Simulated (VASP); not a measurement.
Here is a VASP 6.6.1 calculation.

The input INCAR:

```
PREC = Accurate
ENCUT = 500
EDIFF = 1E-7
ISMEAR = 0
SIGMA = 0.02
LREAL = F
LASPH = T
NELM = 120
ALGO = Normal
ISIF = 3
LWAVE = F
LCHARG = F
IBRION = 2
NSW = 100
EDIFFG = -0.002
GGA_COMPAT = F
NELMIN = 4
```

The input KPOINTS:

```
regular mesh
0
Gamma
  8 8 8
```

File POSCAR:

```
GaP
1.0
    0.0000000000      2.7255000000      2.7255000000
    2.7255000000      0.0000000000      2.7255000000
    2.7255000000      2.7255000000      0.0000000000
Ga P
1 1
Direct
    0.0000000000      0.0000000000      0.0000000000
    0.2500000000      0.2500000000      0.2500000000
```

Potentials or basis: VASP PAW LDA potentials, release 64 (Ga_d, P).

The run is started by

```console
$ cat potpaw_LDA.64/Ga_d/POTCAR potpaw_LDA.64/P/POTCAR > POTCAR
$ mpirun -np 1 vasp_std > vasp.out
```

(1) Estimate the relaxed volume.

(2) Predict the space group after relaxing (to 0.1 Å).

(3) Estimate the relaxed cell.

(4) Predict the band gap on the k mesh.

## Answers

(1) 19.61 Å³/atom.

(2) F-43m (No. 216).

(3) a = 3.814 Å, b = 3.814 Å, c = 3.814 Å, α = 60.00°, β = 60.00°, γ = 60.00°.

(4) 1.43 eV (least direct gap 1.90 eV).
